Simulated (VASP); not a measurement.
# Mg8Si4HO in VASP: notebook

Mg8Si4HO is run at these levels: PBEsol; tasks: single point.

All numbers are computed with VASP 6.6.1; they aren't measurements. Logs are shortened: lines on timing, memory, paths and dates and some standing lists are left out, and cuts for length are marked.

### 1 The cell of the first run

The cell holds a slab with vacuum, 14 atoms: a = 6.391 Å, b = 6.391 Å, c = 15.793 Å, α = 90.00°, β = 90.00°, γ = 90.00°.

### 2 Single point, PBEsol

INCAR

```
SYSTEM = Mg8Si4HO
PREC = Accurate ; ENCUT = 520
EDIFF = 1E-7 ; ISMEAR = 0
SIGMA = 0.1 ; LREAL = .FALSE.
LASPH = .TRUE. ; NELM = 60
ALGO = Normal ; ISIF = 2
LWAVE = .FALSE. ; LCHARG = .TRUE.
GGA = PS ; LELF = .TRUE.
LVHAR = .TRUE. ; NBANDS = 32
```

KPOINTS

```
Automatic mesh
0
G
  3 3 1
  0 0 0
```

POSCAR

```
Mg8Si4HO
1.0
    6.3910000000      0.0000000000      0.0000000000
    0.0000000000      6.3910000000      0.0000000000
    0.0000000000      0.0000000000     15.7932500000
Mg Si O H
8 4 1 1
Direct
    0.2291303395      0.7568524488      0.3551221566
    0.0917133469      0.1788457205      0.3279823342
    0.2370483492      0.2633806916      0.1419610910
    0.2457235174      0.7527950243      0.1508940212
    0.7338189642      0.7656642153      0.1463380242
    0.7522228133      0.2451328431      0.1432456904
    0.5370550775      0.4413508058      0.2806183654
    0.7562478485      0.8239166015      0.3510787837
    0.0000000000      0.0000000000      0.0633181897
   -0.0280460022      0.5199519637      0.2534711981
    0.4733196683      0.0275357534      0.2564929954
    0.5000000000      0.5000000000      0.0633181897
    0.0104633078      0.9414439055      0.3915803904
   -0.5038305430      0.6136152402      0.3822441866
```

Potentials or basis: VASP PAW PBE potentials, release 64 (Mg, Si, O, H).

On the command line:

```console
cat potpaw_PBE.64/Mg/POTCAR potpaw_PBE.64/Si/POTCAR potpaw_PBE.64/O/POTCAR potpaw_PBE.64/H/POTCAR > POTCAR
mpirun -np 1 vasp_std > vasp.out
```

OUTCAR:

```text
SYSTEM = Mg8Si4HO
   PREC = Accurate
   ENCUT = 520
   EDIFF = 1E-7
   ISMEAR = 0
   LREAL = .FALSE.
   LASPH = .TRUE.
   NELM = 60
   ISIF = 2
   GGA = PS

 ion  position               nearest neighbor table
   1  0.229  0.757  0.355-  13 1.92  14 1.98  10 2.75  11 2.80   2 2.87   8 3.05   7 3.05   4 3.23
                             8 3.40
   2  0.092  0.179  0.328-  13 1.89  10 2.59  11 2.86   1 2.87   3 3.13   8 3.14   7 3.39
   3  0.237  0.263  0.142-  12 2.58   9 2.58  11 2.80  10 2.94   6 3.10   7 3.12   2 3.13   4 3.13
                             4 3.27   6 3.29
   4  0.246  0.753  0.151-   9 2.62  12 2.68  10 2.81  11 2.82   5 3.12   3 3.13   1 3.23   3 3.27
                             5 3.27   7 3.41
   5  0.734  0.766  0.146-  12 2.61   9 2.62  10 2.76  11 2.93   6 3.07   4 3.12   7 3.22   8 3.26
                             4 3.27   6 3.33
   6  0.752  0.245  0.143-   9 2.56  12 2.62  10 2.84   7 2.86  11 2.88   5 3.07   3 3.10   3 3.29
                             5 3.33
   7  0.537  0.441  0.281-  14 1.96  11 2.70  10 2.86   6 2.86   8 3.03   1 3.05   3 3.12   5 3.22
                             2 3.39   4 3.41
   8  0.756  0.824  0.351-  13 1.90  14 2.19  11 2.68  10 2.84   7 3.03   1 3.05   2 3.14   5 3.26
                             1 3.40
   9  0.000  0.000  0.063-   6 2.56   3 2.58   5 2.62   4 2.62
  10  0.972  0.520  0.253-   2 2.59   1 2.75   5 2.76   4 2.81   8 2.84   6 2.84   7 2.86   3 2.94

  11  0.473  0.028  0.256-   8 2.68   7 2.70   3 2.80   1 2.80   4 2.82   2 2.86   6 2.88   5 2.93

  12  0.500  0.500  0.063-   3 2.58   5 2.61   6 2.62   4 2.68
  13  0.010  0.941  0.392-   2 1.89   8 1.90   1 1.92
  14  0.496  0.614  0.382-   7 1.96   1 1.98   8 2.19

  LATTYP: Found a simple tetragonal cell.
 ALAT       =     6.3910000000
 C/A-ratio  =     2.4711703959

  Lattice vectors:

 A1 = (   6.3910000000,   0.0000000000,   0.0000000000)
 A2 = (   0.0000000000,   6.3910000000,   0.0000000000)
 A3 = (   0.0000000000,   0.0000000000,  15.7932500000)

Analysis of symmetry for initial positions (statically):
=====================================================================
 Subroutine PRICEL returns:
 Original cell was already a primitive cell.

 Routine SETGRP: Setting up the symmetry group for a
 simple tetragonal supercell.

 Subroutine GETGRP returns: Found  1 space group operations
 (whereof  1 operations were pure point group operations)
 out of a pool of 16 trial point group operations.

The static configuration has the point symmetry C_1 .

Analysis of symmetry for dynamics (positions and initial velocities):
=====================================================================
 Subroutine PRICEL returns:
 Original cell was already a primitive cell.

 Routine SETGRP: Setting up the symmetry group for a
 simple tetragonal supercell.

 Subroutine GETGRP returns: Found  1 space group operations
 (whereof  1 operations were pure point group operations)
 out of a pool of 16 trial point group operations.

The dynamic configuration has the point symmetry C_1 .

 Subroutine INISYM returns: Found  1 space group operations
 (whereof  1 operations are pure point group operations),
 and found     1 'primitive' translations

----------------------------------------------------------------------------------------

                                     Primitive cell

  volume of cell :     645.0734

  direct lattice vectors                    reciprocal lattice vectors
     6.391000000  0.000000000  0.000000000     0.156470036  0.000000000  0.000000000
     0.000000000  6.391000000  0.000000000     0.000000000  0.156470036  0.000000000
     0.000000000  0.000000000 15.793250000     0.000000000  0.000000000  0.063318190

  length of vectors
     6.391000000  6.391000000 15.793250000     0.156470036  0.156470036  0.063318190

  position of ions in fractional coordinates (direct lattice)
     0.229130340  0.756852449  0.355122157
     0.091713347  0.178845721  0.327982334
     0.237048349  0.263380692  0.141961091
     0.245723517  0.752795024  0.150894021
     0.733818964  0.765664215  0.146338024
     0.752222813  0.245132843  0.143245690
     0.537055077  0.441350806  0.280618365
     0.756247849  0.823916602  0.351078784
     0.000000000  0.000000000  0.063318190
     0.971953998  0.519951964  0.253471198
     0.473319668  0.027535753  0.256492995
     0.500000000  0.500000000  0.063318190
     0.010463308  0.941443906  0.391580390
     0.496169457  0.613615240  0.382244187

[... 29 lines left out ...]
     0.000000000  0.052156679  0.000000000     0.000000000  0.333333333  0.000000000
     0.000000000  0.000000000  0.063318190     0.000000000  0.000000000  1.000000000

  Length of vectors
     0.052156679  0.052156679  0.063318190

  Shift w.r.t. Gamma in fractional coordinates (k-lattice)
     0.000000000  0.000000000  0.000000000

 Subroutine IBZKPT returns following result:
 ===========================================

 Found      5 irreducible k-points:

 Following reciprocal coordinates:
            Coordinates               Weight
  0.000000  0.000000  0.000000      1.000000
  0.333333  0.000000  0.000000      2.000000
  0.000000  0.333333  0.000000      2.000000
  0.333333  0.333333  0.000000      2.000000
 -0.333333  0.333333  0.000000      2.000000
   k-points           NKPTS =      5   k-points in BZ     NKDIM =      5   number of bands    NBANDS=     32
   number of dos      NEDOS =    301   number of ions     NIONS =     14
   total plane-waves  NPLWV = 276480
   dimension x,y,z NGX =    48 NGY =   48 NGZ =  120
   dimension x,y,z NGXF=    96 NGYF=   96 NGZF=  240
   ions per type =               8   4   1   1
   NGX,Y,Z   is equivalent  to a cutoff of  12.49, 12.49, 12.63 a.u.
   NGXF,Y,Z  is equivalent  to a cutoff of  24.97, 24.97, 25.26 a.u.
 SYSTEM =  Mg8Si4HO
   PREC   = accura    normal or accurate (medium, high low for compatibility)
   ISTART =      0    job   : 0-new  1-cont  2-samecut
   ICHARG =      2    charge: 1-file 2-atom 10-const
   ISPIN  =      1    spin polarized calculation?
   LNONCOLLINEAR =      F non collinear calculations
   LSORBIT =      F    spin-orbit coupling
   LASPH  =      T    aspherical Exc in radial PAW
   ENCUT  =  520.0 eV  38.22 Ry    6.18 a.u.  11.88 11.88 29.36*2*pi/ulx,y,z
   NELM   =     60;   NELMIN=  2; NELMDL= -5     # of ELM steps
   EDIFF  = 0.1E-06   stopping-criterion for ELM
   LREAL  =      F    real-space projection
   EDIFFG = 0.1E-05   stopping-criterion for IOM
   NSW    =      0    number of steps for IOM
   IBRION =     -1    ionic relax: 0-MD 1-quasi-New 2-CG
   NFREE  =      0    steps in history (QN), initial steepest desc. (CG)
   ISIF   =      2    stress and relaxation
   ISYM   =      2    0-nonsym 1-usesym 2-fastsym
   POTIM  = 0.5000    time-step for ionic-motion
   TEBEG  =    0.0;   TEEND  =   0.0 temperature during run
   PSTRESS=    0.0 pullay stress
   NELECT =      39.0000    total number of electrons
   NUPDOWN=      -1.0000    fix difference up-down
   EMIN   =  10.00;   EMAX   =-10.00  energy-range for DOS
   EFERMI =   0.00;   METHOD = LEGACY
   ISMEAR =     0;   SIGMA  =   0.10  broadening in eV -4-tet -1-fermi 0-gaus
   EFERMI_NEDOS =   21; number of points for ismear=-14 and -15
   IALGO  =     38    algorithm
   IMIX   =      4    mixing-type and parameters
     AMIX     =   0.40;   BMIX     =  1.00
     AMIX_MAG =   1.60;   BMIX_MAG =  1.00
  volume/ion in A,a.u.               =      46.08       310.94
  Fermi-wavevector in a.u.,A,eV,Ry     =   0.642530  1.214205  5.617092  0.412845
  Thomas-Fermi vector in A             =   1.709230
   LORBIT       =      0    0 simple, 1 ext, 2 COOP (PROOUT), +10 PAW based schemes
   GGA     = PS    functional components
   LHFCALC =     F    Hartree Fock is set to
   AEXX    =    0.0000 exact exchange contribution
   IVDW    =     0    specifies the selected vdW correction
   LEPSILON=     F    determine dielectric tensor
   LRPA    =     F    only Hartree local field effects (RPA)
 non-spin polarized calculation
 Gauss-broadening in eV      SIGMA  =   0.10
  energy-cutoff  :      520.00
  volume of cell :      645.07
 maximum number of plane-waves:     17375
   NGX = 23   NGY = 23   NGZ = 59

 number of electron      38.9999999 magnetization

 Free energy of the ion-electron system (eV)
  ---------------------------------------------------
  ext. energy  EPLUGINS =         0.00000000
  ---------------------------------------------------
  free energy    TOTEN  =       -45.35142800 eV

  energy without entropy =      -45.32069812  energy(sigma->0) =      -45.33606306

 E-fermi :  -1.2903     XC(G=0):  -4.5377

 val. band max:       -1.3846283691   @ k =   0.0000   0.3333   0.0000
 cond. band min:      -1.2520026555   @ k =   0.3333   0.3333   0.0000
 fundamental gap:      0.1326257136
 Fermi energy:        -1.2903224827

 k-point     1 :       0.0000    0.0000    0.0000
  band No.  band energies     occupation
      1     -18.8584      2.00000
      2      -9.7282      2.00000
      3      -8.1961      2.00000
      4      -8.1431      2.00000
      5      -7.6417      2.00000
      6      -6.2712      2.00000
[... 159 lines left out ...]
     30       2.5370      0.00000
     31       2.6534      0.00000
 [bands above 31 left out]

------------------------ aborting loop because EDIFF is reached ----------------------------------------

  FORCE on cell =-STRESS in cart. coord.  units (eV):
  Direction    XX          YY          ZZ          XY          YZ          ZX
  --------------------------------------------------------------------------------------
  -------------------------------------------------------------------------------------
  Total       -2.3560890      2.0162354     -0.0881763      0.1659403      0.0012542     -0.0041448
  in kB       -5.8518492      5.0077504     -0.2190046      0.4121482      0.0031152     -0.0102946
  external PRESSURE =      -0.3543678 kB  Pullay stress =       0.0000000 kB

 VOLUME and BASIS-vectors are now :
 -----------------------------------------------------------------------------
  energy-cutoff  :      520.00
  volume of cell :      645.07
      direct lattice vectors                 reciprocal lattice vectors
     6.391000000  0.000000000  0.000000000     0.156470036  0.000000000  0.000000000
     0.000000000  6.391000000  0.000000000     0.000000000  0.156470036  0.000000000
     0.000000000  0.000000000 15.793250000     0.000000000  0.000000000  0.063318190

 POSITION                                       TOTAL-FORCE (eV/Angst)
 -----------------------------------------------------------------------------------
      1.46437      4.83704      5.60853        -0.004693     -0.002366     -0.018673
      0.58614      1.14300      5.17991        -0.004840      0.000157     -0.011449
      1.51498      1.68327      2.24203        -0.004475      0.008200      0.001882
      1.57042      4.81111      2.38311         0.002931     -0.007975      0.001317
      4.68984      4.89336      2.31115        -0.005585      0.002235      0.001941
      4.80746      1.56664      2.26231         0.008580     -0.005530     -0.004476
      3.43232      2.82067      4.43188        -0.007327      0.013210      0.000624
      4.83318      5.26565      5.54468         0.008383      0.005644     -0.016855
      0.00000      0.00000      1.00000         0.049393     -0.279394     -0.103499
      6.21176      3.32301      4.00313         0.005021     -0.005439      0.023345
      3.02499      0.17598      4.05086        -0.008186     -0.003033      0.026250
      3.19550      3.19550      1.00000        -0.045695      0.279996      0.086917
      0.06687      6.01677      6.18433        -0.001698     -0.001933      0.008193
      3.17102      3.92162      6.03688         0.008193     -0.003773      0.004482
 -----------------------------------------------------------------------------------
    total drift:                               -0.000255      0.000289     -0.000250

  FREE ENERGIE OF THE ION-ELECTRON SYSTEM (eV)
  ---------------------------------------------------
  free  energy   TOTEN  =       -45.3514280032 eV

  energy  without entropy=      -45.3206981165  energy(sigma->0) =      -45.33606306
```

Run time: 2.4 min. Hardware: 1 thread of Intel Xeon 6975P-C (Granite Rapids), shared host; peak memory 0.63 GiB.

What came out:

```yaml
Free_energy: -45.3514 eV
Largest_force: 0.302 eV/Å
```

Forces in eV/Å, atoms in the order of the input:
```
Mg  -0.005 -0.002 -0.019
Mg  -0.005  0.000 -0.011
Mg  -0.004  0.008  0.002
Mg   0.003 -0.008  0.001
Mg  -0.006  0.002  0.002
Mg   0.009 -0.006 -0.004
Mg  -0.007  0.013  0.001
Mg   0.008  0.006 -0.017
Si   0.049 -0.279 -0.103
Si   0.005 -0.005  0.023
Si  -0.008 -0.003  0.026
Si  -0.046  0.280  0.087
O   -0.002 -0.002  0.008
H    0.008 -0.004  0.004
```

Caveat: the PAW data sets were made with another functional, which shifts forces and pressure a little; an odd number of electrons without spin polarisation forces a metal; a magnetic or distorted state may lie lower.

### 3 Single point, PBEsol

INCAR

```
SYSTEM = Mg8Si4HO
  PREC = Accurate
  ENCUT = 520
  EDIFF = 1E-6
  ISMEAR = 0
  SIGMA = 0.1
  LREAL = .False.
  LASPH = .True.
  NELM = 80
  ALGO = Normal
  ISIF = 2
  LWAVE = .False.
  LCHARG = .True.
  GGA = PS
  LELF = .True.
  LVHAR = .True.
  NBANDS = 32
```

KPOINTS

```
Automatic mesh
0
Gamma
  3 3 1
  0 0 0
```

POSCAR

```
Mg8Si4HO
1.0
    6.3910000000      0.0000000000      0.0000000000
    0.0000000000      6.3910000000      0.0000000000
    0.0000000000      0.0000000000     15.7932500000
Mg Si O H
8 4 1 1
Direct
    0.1903913316      0.7646992646      0.3460817754
    0.2049827883      0.2024137068      0.3471307679
    0.2495517133      0.2468644969      0.1500439112
    0.2406972305      0.7384930371      0.1483105124
    0.7488109842      0.7461858864      0.1515741219
    0.7380086059      0.2391811923      0.1488148418
    0.7673905492      0.1944654984      0.3491271904
    0.7480388046      0.7442534815      0.3562737879
    0.0000000000      0.0000000000      0.0633181897
   -0.0128255359      0.4788932874      0.2582011302
    0.4843425129     -0.0169885777      0.2608872778
    0.5000000000      0.5000000000      0.0633181897
   -0.0182669379      0.9809658895      0.3763520491
   -0.2863550305      0.6380461587      0.4577881690
```

Potentials or basis: VASP PAW PBE potentials, release 64 (Mg, Si, O, H).

On the command line:

```console
cat potpaw_PBE.64/Mg/POTCAR potpaw_PBE.64/Si/POTCAR potpaw_PBE.64/O/POTCAR potpaw_PBE.64/H/POTCAR > POTCAR
mpirun -np 1 vasp_std > vasp.out
```

Run time: 7.7 min. Hardware: 1 thread of AMD EPYC 7R13, shared host; peak memory 0.6 GiB.

Results (log left out):

```yaml
Free_energy: -44.2566 eV
Largest_force: 0.505 eV/Å
```

Forces in eV/Å, atoms in the order of the input:
```
Mg   0.061  0.014 -0.016
Mg  -0.148 -0.136 -0.045
Mg  -0.002  0.004  0.004
Mg   0.008  0.006 -0.003
Mg  -0.004 -0.008  0.021
Mg   0.021  0.019  0.000
Mg  -0.005  0.136 -0.025
Mg   0.185  0.215  0.148
Si  -0.170 -0.155  0.099
Si   0.028  0.072 -0.053
Si   0.063  0.013 -0.015
Si   0.017 -0.035  0.000
O    0.234  0.267 -0.174
H   -0.287 -0.412  0.057
```

Levels at points of the mesh, in eV from the Fermi level:
```csv
k point,band 16,band 17,band 18,band 19,band 20,band 21,band 22,band 23,band 24,band 25
"(0.00, 0.00, 0.00)",-1.16,-1.12,-0.43,-0.18,0.30,0.31,1.13,1.30,1.48,1.84
```

Caveat: the PAW data sets were made with another functional, which shifts forces and pressure a little; an odd number of electrons without spin polarisation forces a metal; a magnetic or distorted state may lie lower.

(Part 1 of 2 ends here.)
